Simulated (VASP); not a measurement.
A run of VASP 6.6.1 is set up as follows.

POSCAR

```
Ge2TeS
1.0
    4.0702951555      0.0000000000      0.0000000000
    0.0000000000      4.0702951555      0.0000000000
    0.0000000000      0.0000000000      5.7847226699
S Ge Te
1 2 1
Direct
    0.0000000000      0.0000000000      0.0000000000
    0.0000000000      0.0000000000      0.5000000000
    0.5000000000      0.5000000000      0.0000000000
    0.5000000000      0.5000000000      0.5000000000
```

INCAR.step1

```
SYSTEM = Ge2TeS
ALGO     = Normal         ! electronic algorithm
EDIFF    = 1E-4           ! SCF threshold, eV
ENCUT    = 600            ! plane-wave cutoff, eV
GGA      = PE             ! functional
ISMEAR   = -1             ! smearing method
LASPH    = .True.         ! aspherical terms in the spheres
LCHARG   = .False.        ! write CHGCAR
LREAL    = .False.        ! projectors in reciprocal space
LWAVE    = .True.         ! write WAVECAR
NELM     = 100            ! most SCF steps
PREC     = Accurate       ! precision mode
SIGMA    = 0.02           ! smearing width, eV
```

Contents of INCAR.step2:

```
SYSTEM = Ge2TeS
ALGO     = Normal         ! electronic algorithm
EDIFF    = 1E-6           ! SCF threshold, eV
EDIFFG   = -0.005         ! ionic threshold
ENCUT    = 600            ! plane-wave cutoff, eV
IBRION   = 2              ! ionic algorithm
ISIF     = 3              ! what is computed and relaxed
ISMEAR   = -1             ! smearing method
ISTART   = 1            
LASPH    = .True.         ! aspherical terms in the spheres
LCHARG   = .False.        ! write CHGCAR
LMIXTAU  = .True.       
LREAL    = .False.        ! projectors in reciprocal space
LWAVE    = .False.        ! write WAVECAR
METAGGA  = R2SCAN         ! meta-GGA
NELM     = 100            ! most SCF steps
NSW      = 80             ! ionic steps
PREC     = Accurate       ! precision mode
SIGMA    = 0.02           ! smearing width, eV
```

Contents of KPOINTS:

```
k-points
0
Gamma
  6 6 4
  0 0 0
```

Potentials or basis: VASP PAW PBE potentials, release 64 (S, Ge_d, Te).

Run with:

```sh
$ cat potpaw_PBE.64/S/POTCAR potpaw_PBE.64/Ge_d/POTCAR potpaw_PBE.64/Te/POTCAR > POTCAR
$ cp INCAR.step1 INCAR
$ mpirun -np 1 vasp_std > vasp.out
$ cp INCAR.step2 INCAR
$ mpirun -np 1 vasp_std > vasp.out
```

(1) Predict the relaxed volume.

(2) What does it give for the space group after relaxing (to 0.05 Å)?

(3) Estimate the band gap on the k mesh.

(4) Predict the relaxed cell.

## Answers

(1) 23.44 Å³/atom.

(2) P4/mmm (No. 123).

(3) 0.05 eV, direct.

(4) a = 4.042 Å, b = 4.042 Å, c = 5.739 Å, α = 90.00°, β = 90.00°, γ = 90.00°.

Caveat: the PAW data sets were made with another functional, which shifts forces and pressure a little; spin-orbit coupling is left out, which moves the levels of the heavy elements.
